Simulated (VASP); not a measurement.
# LiBr (Fm-3m) in VASP: single point with PBE0

Aim: the single point of LiBr with PBE0.

Everything below comes from runs of VASP 6.6.1. Logs are shortened: lines on timing, memory, paths and dates and some standing lists are left out, and cuts for length are marked.

## 1. The cell of the first run

It takes space group Fm-3m (No. 225, cubic). Conventional cell: a = 5.479 Å, b = 5.479 Å, c = 5.479 Å, α = 90.00°, β = 90.00°, γ = 90.00°. Li (site symmetry m-3m) has 6 Br at 2.74 Å within 3.6 Å. Br (site symmetry m-3m) has 6 Li at 2.74 Å within 3.6 Å.

## 2. Single point, PBE0

POSCAR reads:

```
LiBr
1.0
    0.0000000000      2.7395650495      2.7395650495
    2.7395650495      0.0000000000      2.7395650495
    2.7395650495      2.7395650495      0.0000000000
Li Br
1 1
Direct
    0.0000000000      0.0000000000      0.0000000000
    0.5000000000      0.5000000000      0.5000000000
```

INCAR.step1 reads:

```
SYSTEM = LiBr
  PREC = Accurate
  ENCUT = 650
  EDIFF = 1E-5
  ISMEAR = 0
  SIGMA = 0.01
  LREAL = .False.
  LASPH = .True.
  NELM = 120
  ALGO = Normal
  ISIF = 2
  LWAVE = .True.
  LCHARG = .False.
  GGA = PE
  NBANDS = 12
  GGA_COMPAT = .False.
```

INCAR.step2 reads:

```
SYSTEM = LiBr
  PREC = Accurate
  ENCUT = 650
  EDIFF = 1E-6
  ISMEAR = 0
  SIGMA = 0.01
  LREAL = .False.
  LASPH = .True.
  NELM = 120
  ALGO = Normal
  ISIF = 2
  LWAVE = .False.
  LCHARG = .False.
  GGA = PE
  LHFCALC = .True.
  AEXX = 0.25
  PRECFOCK = Normal
  ISTART = 1
  NBANDS = 12
  GGA_COMPAT = .False.
```

KPOINTS reads:

```
Automatic mesh
0
Gamma
  6 6 6
  0 0 0
```

Potentials or basis: VASP PAW PBE potentials, release 64 (Li_sv, Br).

On the command line:

```
$ cat potpaw_PBE.64/Li_sv/POTCAR potpaw_PBE.64/Br/POTCAR > POTCAR
$ cp INCAR.step1 INCAR
$ mpirun -np 1 vasp_std > vasp.out
$ cp INCAR.step2 INCAR
$ mpirun -np 1 vasp_std > vasp.out
```

OUTCAR:

```text
SYSTEM = LiBr
   PREC = Accurate
   ENCUT = 650
   EDIFF = 1E-6
   ISMEAR = 0
   LREAL = .False.
   LASPH = .True.
   NELM = 120
   ISIF = 2
   GGA = PE
   LHFCALC = .True.
   AEXX = 0.25
   PRECFOCK = Normal
   ISTART = 1

 ion  position               nearest neighbor table
   1  0.000  0.000  0.000-
   2  0.500  0.500  0.500-

  LATTYP: Found a face centered cubic cell.
 ALAT       =     5.4791300990

  Lattice vectors:

 A1 = (   0.0000000000,   2.7395650495,   2.7395650495)
 A2 = (   2.7395650495,   0.0000000000,   2.7395650495)
 A3 = (   2.7395650495,   2.7395650495,   0.0000000000)

Analysis of symmetry for initial positions (statically):
=====================================================================
 Subroutine PRICEL returns:
 Original cell was already a primitive cell.

 Routine SETGRP: Setting up the symmetry group for a
 face centered cubic supercell.

 Subroutine GETGRP returns: Found 48 space group operations
 (whereof 48 operations were pure point group operations)
 out of a pool of 48 trial point group operations.

The static configuration has the point symmetry O_h .

Analysis of symmetry for dynamics (positions and initial velocities):
=====================================================================
 Subroutine PRICEL returns:
 Original cell was already a primitive cell.

 Routine SETGRP: Setting up the symmetry group for a
 face centered cubic supercell.

 Subroutine GETGRP returns: Found 48 space group operations
 (whereof 48 operations were pure point group operations)
 out of a pool of 48 trial point group operations.

The dynamic configuration has the point symmetry O_h .

 Subroutine INISYM returns: Found 48 space group operations
 (whereof 48 operations are pure point group operations),
 and found     1 'primitive' translations

----------------------------------------------------------------------------------------

                                     Primitive cell

  volume of cell :      41.1221

  direct lattice vectors                    reciprocal lattice vectors
     0.000000000  2.739565049  2.739565049    -0.182510724  0.182510724  0.182510724
     2.739565049  0.000000000  2.739565049     0.182510724 -0.182510724  0.182510724
     2.739565049  2.739565049  0.000000000     0.182510724  0.182510724 -0.182510724

  length of vectors
     3.874330048  3.874330048  3.874330048     0.316117846  0.316117846  0.316117846

  position of ions in fractional coordinates (direct lattice)
     0.000000000  0.000000000  0.000000000
     0.500000000  0.500000000  0.500000000

  ion indices of the primitive-cell ions
   primitive index   ion index
                 1           1
                 2           2

----------------------------------------------------------------------------------------

 KPOINTS: Automatic mesh

Automatic generation of k-mesh.
 Grid dimensions read from file:
 generate k-points for:    6    6    6

 Generating k-lattice:

  Cartesian coordinates                     Fractional coordinates (reciprocal lattice)
    -0.030418454  0.030418454  0.030418454     0.166666667  0.000000000  0.000000000
     0.030418454 -0.030418454  0.030418454     0.000000000  0.166666667  0.000000000
     0.030418454  0.030418454 -0.030418454     0.000000000  0.000000000  0.166666667

  Length of vectors
     0.052686308  0.052686308  0.052686308

  Shift w.r.t. Gamma in fractional coordinates (k-lattice)
     0.000000000  0.000000000  0.000000000

 Subroutine IBZKPT returns following result:
 ===========================================

 Found     16 irreducible k-points:

 Following reciprocal coordinates:
            Coordinates               Weight
  0.000000  0.000000  0.000000      1.000000
  0.166667  0.000000  0.000000      8.000000
  0.333333  0.000000  0.000000      8.000000
  0.500000  0.000000  0.000000      4.000000
  0.166667  0.166667  0.000000      6.000000
  0.333333  0.166667  0.000000     24.000000
[... 8 lines left out ...]
 -0.333333  0.333333  0.166667     24.000000
 -0.333333  0.500000  0.166667     12.000000
   k-points           NKPTS =     16   k-points in BZ     NKDIM =    216   number of bands    NBANDS=     12
   number of dos      NEDOS =    301   number of ions     NIONS =      2
   total plane-waves  NPLWV =  32768
   dimension x,y,z NGX =    32 NGY =   32 NGZ =   32
   dimension x,y,z NGXF=    64 NGYF=   64 NGZF=   64
   ions per type =               1   1
   NGX,Y,Z   is equivalent  to a cutoff of  13.73, 13.73, 13.73 a.u.
   NGXF,Y,Z  is equivalent  to a cutoff of  27.46, 27.46, 27.46 a.u.
 SYSTEM =  LiBr
   PREC   = accura    normal or accurate (medium, high low for compatibility)
   ISTART =      1    job   : 0-new  1-cont  2-samecut
   ICHARG =      0    charge: 1-file 2-atom 10-const
   ISPIN  =      1    spin polarized calculation?
   LNONCOLLINEAR =      F non collinear calculations
   LSORBIT =      F    spin-orbit coupling
   LASPH  =      T    aspherical Exc in radial PAW
   ENCUT  =  650.0 eV  47.77 Ry    6.91 a.u.   8.05  8.05  8.05*2*pi/ulx,y,z
   NELM   =    120;   NELMIN=  2; NELMDL=  0     # of ELM steps
   EDIFF  = 0.1E-05   stopping-criterion for ELM
   LREAL  =      F    real-space projection
   EDIFFG = 0.1E-04   stopping-criterion for IOM
   NSW    =      0    number of steps for IOM
   IBRION =     -1    ionic relax: 0-MD 1-quasi-New 2-CG
   NFREE  =      0    steps in history (QN), initial steepest desc. (CG)
   ISIF   =      2    stress and relaxation
   ISYM   =      3    0-nonsym 1-usesym 2-fastsym
   POTIM  = 0.5000    time-step for ionic-motion
   TEBEG  =    0.0;   TEEND  =   0.0 temperature during run
   PSTRESS=    0.0 pullay stress
   NELECT =      10.0000    total number of electrons
   NUPDOWN=      -1.0000    fix difference up-down
   EMIN   =  10.00;   EMAX   =-10.00  energy-range for DOS
   EFERMI =   0.00;   METHOD = LEGACY
   ISMEAR =     0;   SIGMA  =   0.01  broadening in eV -4-tet -1-fermi 0-gaus
   EFERMI_NEDOS =   21; number of points for ismear=-14 and -15
   IALGO  =     38    algorithm
   IMIX   =      1    mixing-type and parameters
     AMIX     =   0.40;   BMIX     =  1.00
     AMIX_MAG =   1.60;   BMIX_MAG =  1.00
  volume/ion in A,a.u.               =      20.56       138.75
  Fermi-wavevector in a.u.,A,eV,Ry     =   1.021841  1.930999 14.206639  1.044159
  Thomas-Fermi vector in A             =   2.155487
   LORBIT       =      0    0 simple, 1 ext, 2 COOP (PROOUT), +10 PAW based schemes
   GGA     = PE    functional components
   LHFCALC =     T    Hartree Fock is set to
   PRECFOCK=normal    Normal, Fast or Accurate (Low or Medium for compatibility)
   ENCUT4O =  -1.0   cutoff for four orbital integrals eV
   NKREDX  =     1    reduce k-point grid by
   NKREDY  =     1    reduce k-point grid by
   NKREDZ  =     1    reduce k-point grid by
   AEXX    =    0.2500 exact exchange contribution
   HFSCREEN=    0.0000 screening length (either q_TF or 0.3 A-1)
   HFSCREENC=   0.0000 screening length for correlation (either q_TF or 0.3 A-1)
   ENCUTFOCK=  -1.0 apply spherical cutoff to Coloumb kernel
   IVDW    =     0    specifies the selected vdW correction
   LEPSILON=     F    determine dielectric tensor
   LRPA    =     F    only Hartree local field effects (RPA)
 non-spin polarized calculation
 Gauss-broadening in eV      SIGMA  =   0.01
  energy-cutoff  :      650.00
  volume of cell :       41.12
 maximum number of plane-waves:      1572
  NGX = 28; NGY = 28; NGZ = 28

 number of electron      10.0000006 magnetization

 Free energy of the ion-electron system (eV)
  ---------------------------------------------------
  ext. energy  EPLUGINS =         0.00000000
  ---------------------------------------------------
  free energy    TOTEN  =        -8.12228101 eV

  energy without entropy =       -8.12228101  energy(sigma->0) =       -8.12228101

 E-fermi :  -0.7737     XC(G=0):  -6.6983

 val. band max:       -0.8261997224   @ k =   0.0000   0.0000   0.0000
 cond. band min:       6.0830667430   @ k =   0.0000   0.0000   0.0000
 fundamental gap:      6.9092664655
 Fermi energy:        -0.7737324643

 k-point     1 :       0.0000    0.0000    0.0000
  band No.  band energies     occupation
      1     -48.1379      2.00000
      2     -15.5023      2.00000
      3      -0.8262      2.00000
      4      -0.8262      2.00000
      5      -0.8262      2.00000
      6       6.0831      0.00000
      7      11.7430      0.00000
      8      11.7430      0.00000
      9      11.7430      0.00000
     10      13.7306      0.00000
     11      13.7306      0.00000
     12      13.7306      0.00000

 k-point     2 :       0.1667    0.0000    0.0000
  band No.  band energies     occupation
      1     -48.1377      2.00000
      2     -15.3761      2.00000
      3      -1.8490      2.00000
      4      -0.9066      2.00000
      5      -0.9066      2.00000
      6       6.8902      0.00000
      7      10.8068      0.00000
      8      11.2657      0.00000
      9      11.2657      0.00000
     10      12.9182      0.00000
     11      12.9182      0.00000
     12      14.1855      0.00000

 k-point     3 :       0.3333    0.0000    0.0000
  band No.  band energies     occupation
      1     -48.1372      2.00000
      2     -15.1029      2.00000
      3      -3.3906      2.00000
      4      -1.0546      2.00000
      5      -1.0546      2.00000
      6       6.9784      0.00000
      7       9.8453      0.00000
      8       9.8453      0.00000
      9      11.9569      0.00000
     10      14.7068      0.00000
     11      14.8921      0.00000
     12      14.8921      0.00000
[... 166 lines left out ...]
 k-point    15 :      -0.3333    0.3333    0.1667
  band No.  band energies     occupation
      1     -48.1364      2.00000
      2     -14.7941      2.00000
      3      -3.5059      2.00000
      4      -2.7760      2.00000
      5      -1.7480      2.00000
      6       8.8842      0.00000
      7       9.1140      0.00000
      8      11.0324      0.00000
      9      11.4351      0.00000
     10      14.6675      0.00000
     11      15.5265      0.00000
     12      18.6262      0.00000

 k-point    16 :      -0.3333    0.5000    0.1667
  band No.  band energies     occupation
      1     -48.1362      2.00000
      2     -14.7368      2.00000
      3      -3.6384      2.00000
      4      -2.6947      2.00000
      5      -2.0899      2.00000
      6       8.3568      0.00000
      7       9.4441      0.00000
      8      11.1651      0.00000
      9      11.9379      0.00000
     10      14.6600      0.00000
     11      16.8315      0.00000
     12      18.9665      0.00000

------------------------ aborting loop because EDIFF is reached ----------------------------------------

  FORCE on cell =-STRESS in cart. coord.  units (eV):
  Direction    XX          YY          ZZ          XY          YZ          ZX
  --------------------------------------------------------------------------------------
  -------------------------------------------------------------------------------------
  Total       -0.0762077     -0.0762077     -0.0762077      0.0000000      0.0000000     -0.0000000
  in kB       -2.9691683     -2.9691683     -2.9691683      0.0000000      0.0000000     -0.0000000
  external PRESSURE =      -2.9691683 kB  Pullay stress =       0.0000000 kB

 VOLUME and BASIS-vectors are now :
 -----------------------------------------------------------------------------
  energy-cutoff  :      650.00
  volume of cell :       41.12
      direct lattice vectors                 reciprocal lattice vectors
     0.000000000  2.739565049  2.739565049    -0.182510724  0.182510724  0.182510724
     2.739565049  0.000000000  2.739565049     0.182510724 -0.182510724  0.182510724
     2.739565049  2.739565049  0.000000000     0.182510724  0.182510724 -0.182510724

 POSITION                                       TOTAL-FORCE (eV/Angst)
 -----------------------------------------------------------------------------------
      0.00000      0.00000      0.00000         0.000000      0.000000     -0.000000
      2.73957      2.73957      2.73957        -0.000000     -0.000000      0.000000
 -----------------------------------------------------------------------------------
    total drift:                                0.000000      0.000000      0.000000

  FREE ENERGIE OF THE ION-ELECTRON SYSTEM (eV)
  ---------------------------------------------------
  free  energy   TOTEN  =        -8.1222810066 eV

  energy  without entropy=       -8.1222810066  energy(sigma->0) =       -8.12228101
```

It took 43 min on 1 thread of Intel Xeon 8259CL, shared host; peak memory 0.18 GiB.

Results:

```
Free energy            : -8.1223 eV
Pressure               : -0.3 GPa
Band gap on the k mesh : 6.91 eV
```

Caveat: the PAW data sets were made with another functional, which shifts forces and pressure a little.
